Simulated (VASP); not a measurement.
# SnSe (Fm-3m) in VASP: settings compared, part 2 of 2

VASP 6.6.1. Earlier steps stand in the parts before.

## (3) Single point, PBE exchange alone

This run uses another cell than the first one, of 26.73 Å³/atom, 0.980 times its volume.

INCAR reads:

```
PREC     = Accurate       # precision mode
ENCUT    = 520            # plane-wave cutoff, eV
EDIFF    = 1E-6           # SCF threshold, eV
ISMEAR   = -1             # smearing method
SIGMA    = 0.05           # smearing width, eV
LREAL    = False          # projectors in reciprocal space
LASPH    = True           # aspherical terms in the spheres
NELM     = 80             # most SCF steps
ALGO     = Normal         # electronic algorithm
ISIF     = 2              # what is computed and relaxed
LWAVE    = False          # write WAVECAR
LCHARG   = True           # write CHGCAR
GGA      = PE             # functional
ALDAC    = 0.0          
AGGAC    = 0.0          
LELF     = True           # ELF
LVHAR    = True         
NBANDS   = 17             # bands
```

KPOINTS reads:

```
regular mesh
0
Gamma
  8 8 8
```

POSCAR reads:

```
SnSe
1.0
    0.0000000000      2.9897980490      2.9897980490
    2.9897980490      0.0000000000      2.9897980490
    2.9897980490      2.9897980490      0.0000000000
Sn Se
1 1
Direct
    0.0000000000      0.0000000000      0.0000000000
    0.5000000000      0.5000000000      0.5000000000
```

Potentials or basis: VASP PAW PBE potentials, release 64 (Sn_d, Se).

Launch:

```sh
$ cat potpaw_PBE.64/Sn_d/POTCAR potpaw_PBE.64/Se/POTCAR > POTCAR
$ mpirun -np 1 vasp_std > vasp.out
```

OUTCAR:

```text
PREC = Accurate
   ENCUT = 520
   EDIFF = 1E-6
   ISMEAR = -1
   LREAL = False
   LASPH = True
   NELM = 80
   ISIF = 2
   GGA = PE

 ion  position               nearest neighbor table
   1  0.000  0.000  0.000-   2 2.99   2 2.99   2 2.99   2 2.99   2 2.99   2 2.99
   2  0.500  0.500  0.500-   1 2.99   1 2.99   1 2.99   1 2.99   1 2.99   1 2.99

  LATTYP: Found a face centered cubic cell.
 ALAT       =     5.9795960980

  Lattice vectors:

 A1 = (   0.0000000000,   2.9897980490,   2.9897980490)
 A2 = (   2.9897980490,   0.0000000000,   2.9897980490)
 A3 = (   2.9897980490,   2.9897980490,   0.0000000000)

Analysis of symmetry for initial positions (statically):
=====================================================================
 Subroutine PRICEL returns:
 Original cell was already a primitive cell.

 Routine SETGRP: Setting up the symmetry group for a
 face centered cubic supercell.

 Subroutine GETGRP returns: Found 48 space group operations
[... 9 lines left out ...]

 Routine SETGRP: Setting up the symmetry group for a
 face centered cubic supercell.

 Subroutine GETGRP returns: Found 48 space group operations
[... 11 lines left out ...]
                                     Primitive cell

  volume of cell :      53.4510

  direct lattice vectors                    reciprocal lattice vectors
     0.000000000  2.989798049  2.989798049    -0.167235376  0.167235376  0.167235376
     2.989798049  0.000000000  2.989798049     0.167235376 -0.167235376  0.167235376
     2.989798049  2.989798049  0.000000000     0.167235376  0.167235376 -0.167235376

  length of vectors
     4.228212950  4.228212950  4.228212950     0.289660168  0.289660168  0.289660168

  position of ions in fractional coordinates (direct lattice)
     0.000000000  0.000000000  0.000000000
     0.500000000  0.500000000  0.500000000

  ion indices of the primitive-cell ions
   primitive index   ion index
                 1           1
                 2           2

[... 78 lines left out ...]
   ISYM   =      2    0-nonsym 1-usesym 2-fastsym
   POTIM  = 0.5000    time-step for ionic-motion
   TEBEG  =    0.0;   TEEND  =   0.0 temperature during run
   PSTRESS=    0.0 pullay stress
   NELECT =      20.0000    total number of electrons
   NUPDOWN=      -1.0000    fix difference up-down
   EMIN   =  10.00;   EMAX   =-10.00  energy-range for DOS
   EFERMI =   0.00;   METHOD = LEGACY
   ISMEAR =    -1;   SIGMA  =   0.05  broadening in eV -4-tet -1-fermi 0-gaus
   EFERMI_NEDOS =   21; number of points for ismear=-14 and -15
   IALGO  =     38    algorithm
   IMIX   =      4    mixing-type and parameters
     AMIX     =   0.40;   BMIX     =  1.00
     AMIX_MAG =   1.60;   BMIX_MAG =  1.00
  volume/ion in A,a.u.               =      26.73       180.35
  Fermi-wavevector in a.u.,A,eV,Ry     =   1.179686  2.229283 18.934661  1.391658
  Thomas-Fermi vector in A             =   2.315992
   LORBIT       =      0    0 simple, 1 ext, 2 COOP (PROOUT), +10 PAW based schemes
   GGA     = PE    functional components
   LHFCALC =     F    Hartree Fock is set to
   AEXX    =    0.0000 exact exchange contribution
   IVDW    =     0    specifies the selected vdW correction
   LEPSILON=     F    determine dielectric tensor
   LRPA    =     F    only Hartree local field effects (RPA)
 non-spin polarized calculation
  energy-cutoff  :      520.00
  volume of cell :       53.45
 maximum number of plane-waves:      1459
   NGX = 15   NGY = 15   NGZ = 15

 number of electron      20.0000008 magnetization

 Free energy of the ion-electron system (eV)
  ---------------------------------------------------
  ext. energy  EPLUGINS =         0.00000000
  ---------------------------------------------------
  free energy    TOTEN  =        -5.61035663 eV

  energy without entropy =       -5.61027118  energy(sigma->0) =       -5.61031391

 E-fermi :   7.6732     XC(G=0):  -8.0300

 val. band max:        7.4369129122   @ k =   0.5000   0.0000   0.0000
 cond. band min:       7.9194185014   @ k =   0.5000   0.0000   0.0000
 fundamental gap:      0.4825055892
 Fermi energy:         7.6732088628

 k-point     1 :       0.0000    0.0000    0.0000
  band No.  band energies     occupation
      1     -14.1174      2.00000
      2     -14.1174      2.00000
      3     -14.1174      2.00000
      4     -14.1173      2.00000
      5     -14.1173      2.00000
      6      -6.6738      2.00000
[... 457 lines left out ...]
      4     -14.1078      2.00000
      5     -14.1020      2.00000
      6      -5.5532      2.00000
[... 9 lines left out ...]
     16      18.3640      0.00000
     17      18.4280      0.00000

 [... further k-points ...]
[... 5 lines left out ...]
  --------------------------------------------------------------------------------------
  -------------------------------------------------------------------------------------
  Total        3.9751546      3.9751546      3.9751546      0.0000000      0.0000000     -0.0000000
  in kB      119.1541153    119.1541153    119.1541153      0.0000000      0.0000000     -0.0000000
  external PRESSURE =     119.1541153 kB  Pullay stress =       0.0000000 kB

 VOLUME and BASIS-vectors are now :
 -----------------------------------------------------------------------------
  energy-cutoff  :      520.00
  volume of cell :       53.45
      direct lattice vectors                 reciprocal lattice vectors
     0.000000000  2.989798049  2.989798049    -0.167235376  0.167235376  0.167235376
     2.989798049  0.000000000  2.989798049     0.167235376 -0.167235376  0.167235376
     2.989798049  2.989798049  0.000000000     0.167235376  0.167235376 -0.167235376

 POSITION                                       TOTAL-FORCE (eV/Angst)
 -----------------------------------------------------------------------------------
      0.00000      0.00000      0.00000         0.000000      0.000000     -0.000000
      2.98980      2.98980      2.98980        -0.000000     -0.000000      0.000000
 -----------------------------------------------------------------------------------
    total drift:                                0.000000     -0.000000     -0.000000

  FREE ENERGIE OF THE ION-ELECTRON SYSTEM (eV)
  ---------------------------------------------------
  free  energy   TOTEN  =        -5.6103566276 eV

  energy  without entropy=       -5.6102711834  energy(sigma->0) =       -5.61031391
```

OSZICAR:

```text
N       E                     dE             d eps       ncg     rms          rms(c)
DAV:   1     0.138554685067E+03    0.13855E+03   -0.97305E+03   996   0.144E+03
DAV:   2     0.739783560049E+01   -0.13116E+03   -0.12681E+03  1082   0.351E+02
DAV:   3    -0.546808931615E+01   -0.12866E+02   -0.12762E+02  1216   0.954E+01
DAV:   4    -0.581702421753E+01   -0.34893E+00   -0.34869E+00  1184   0.166E+01
DAV:   5    -0.582732265106E+01   -0.10298E-01   -0.10298E-01  1460   0.275E+00    0.324E+00
DAV:   6    -0.559944110795E+01    0.22788E+00   -0.60373E-01  1370   0.513E+00    0.192E+00
DAV:   7    -0.560468480535E+01   -0.52437E-02   -0.10600E-01  1160   0.159E+00    0.101E+00
DAV:   8    -0.561042358236E+01   -0.57388E-02   -0.12097E-02  1136   0.951E-01    0.146E-01
DAV:   9    -0.561018946005E+01    0.23412E-03   -0.16788E-03  1419   0.339E-01    0.653E-02
DAV:  10    -0.561034746826E+01   -0.15801E-03   -0.32182E-04  1096   0.110E-01    0.147E-02
DAV:  11    -0.561035611470E+01   -0.86464E-05   -0.27222E-05  1379   0.423E-02    0.245E-03
DAV:  12    -0.561035662757E+01   -0.51287E-06   -0.21600E-06  1110   0.126E-02
   1 F= -.56103566E+01 E0= -.56103139E+01  d E =-.854441E-04
```

stdout:

```text
POSCAR found type information on POSCAR SnSe
 POSCAR found :  2 types and       2 ions
 scaLAPACK will be used
 LDA part: xc-table for (Slater+PW92), standard interpolation
 POSCAR, INCAR and KPOINTS ok, starting setup
 FFT: planning ... GRIDC
 FFT: planning ... GRID_SOFT
 FFT: planning ... GRID
 WAVECAR not read
 entering main loop
```

It took 20 s on 1 thread of Intel Xeon 6975P-C, shared host; peak memory 0.18 GiB.

Results:

```
Free energy            : -5.6104 eV
Pressure               : 11.9 GPa
Band gap on the k mesh : 0.48 eV, direct
```

Caveat: spin-orbit coupling is left out, which moves the levels of the heavy elements. A k mesh can miss the band edges.

## (4) Single point, PBE exchange alone

INCAR reads:

```
SYSTEM = SnSe
PREC = Accurate
ENCUT = 520
EDIFF = 1E-7
ISMEAR = -1
SIGMA = 0.05
LREAL = .FALSE.
LASPH = .TRUE.
NELM = 80
ALGO = Normal
ISIF = 2
LWAVE = .FALSE.
LCHARG = .FALSE.
GGA = PE
ALDAC = 0.0
AGGAC = 0.0
NBANDS = 17
```

KPOINTS reads:

```
Automatic mesh
0
G
  8 8 8
  0 0 0
```

POSCAR reads:

```
SnSe
1.0
    0.0000000000      3.0100000000      3.0100000000
    3.0100000000      0.0000000000      3.0100000000
    3.0100000000      3.0100000000      0.0000000000
Sn Se
1 1
Direct
    0.0000000000      0.0000000000      0.0000000000
    0.5000000000      0.5000000000      0.5000000000
```

Launch:

```sh
$ cat potpaw_PBE.64/Sn_d/POTCAR potpaw_PBE.64/Se/POTCAR > POTCAR
$ mpirun -np 1 vasp_std > vasp.out
```

It took 20 s on 1 thread of Intel Xeon 6975P-C, shared host; peak memory 0.18 GiB.

Results (log left out):

```yaml
Free_energy: -5.6868 eV
Pressure: 10.5 GPa
Band_gap_on_the_k_mesh: 0.40 eV, direct
```

Levels at points of the mesh, in eV from the valence-band top:
```
           k point  band 8  band 9  band 10  band 11  band 12  band 13
(0.00, 0.00, 0.00)   -2.33   -2.33    -2.33     4.11     4.11     4.11
(0.50, 0.00, 0.00)   -2.06   -2.06     0.00     0.40     1.12     1.12
(0.50, 0.50, 0.00)   -5.51   -3.74    -3.74     3.22     5.15     5.15
```

Caveat: spin-orbit coupling is left out, which moves the levels of the heavy elements. A k mesh can miss the band edges.

## (5) Single point, LDA

This run uses another cell than the first one, of 27.82 Å³/atom, 1.020 times its volume.

INCAR reads:

```
PREC = Accurate
ENCUT = 520
EDIFF = 1E-7
ISMEAR = -1
SIGMA = 0.05
LREAL = F
LASPH = T
NELM = 60
ALGO = Normal
ISIF = 2
LWAVE = F
LCHARG = F
GGA = CA
NBANDS = 17
```

KPOINTS reads:

```
Automatic mesh
0
Gamma
  8 8 8
```

POSCAR reads:

```
SnSe
1.0
    0.0000000000      3.0299343558      3.0299343558
    3.0299343558      0.0000000000      3.0299343558
    3.0299343558      3.0299343558      0.0000000000
Sn Se
1 1
Direct
    0.0000000000      0.0000000000      0.0000000000
    0.5000000000      0.5000000000      0.5000000000
```

Potentials or basis: VASP PAW LDA potentials, release 64 (Sn_d, Se).

Launch:

```sh
$ cat potpaw_LDA.64/Sn_d/POTCAR potpaw_LDA.64/Se/POTCAR > POTCAR
$ mpirun -np 1 vasp_std > vasp.out
```

Wall time 17 s (1 thread of Intel Xeon 6975P-C, shared host); peak memory 0.17 GiB.

It converged, with:

```yaml
Free_energy: -9.4497 eV
Pressure: -4.2 GPa
Band_gap_on_the_k_mesh: 0.55 eV, direct
```

Levels at points of the mesh, in eV from the valence-band top:
```
           k point  band 8  band 9  band 10  band 11  band 12  band 13
(0.00, 0.00, 0.00)   -2.02   -2.02    -2.02     4.23     4.23     4.23
(0.50, 0.00, 0.00)   -1.77   -1.77     0.00     0.55     1.28     1.28
(0.50, 0.50, 0.00)   -5.25   -3.45    -3.45     3.14     5.23     5.23
```

Caveat: spin-orbit coupling is left out, which moves the levels of the heavy elements. A k mesh can miss the band edges.

## (6) Summary

```tsv
level	potentials or basis	cell	gap on the mesh (eV)	pressure (GPa)
RPBE+D4	VASP PAW PBE potentials, release 64 (Sn_d, Se)	a = 4.257 Å, angles 60.0°, 2 atoms	0.54	-1.7
PBE exchange alone	VASP PAW PBE potentials, release 64 (Sn_d, Se)	a = 4.228 Å, angles 60.0°, 2 atoms	0.48	11.9
PBE exchange alone	VASP PAW PBE potentials, release 64 (Sn_d, Se)	a = 4.257 Å, angles 60.0°, 2 atoms	0.40	10.5
LDA	VASP PAW LDA potentials, release 64 (Sn_d, Se)	a = 4.285 Å, angles 60.0°, 2 atoms	0.55	-4.2
```

Alike in all rows: task single point; no spin polarisation; k mesh 8 × 8 × 8; cutoff (eV) 520; smearing fermi-dirac 0.05 eV.

Caveats: spin-orbit coupling is left out, which moves the levels of the heavy elements; the PAW data sets were made with another functional, which shifts forces and pressure a little (some runs).

Total energies depend on the potentials used, so only differences within one code and one set of settings carry meaning.
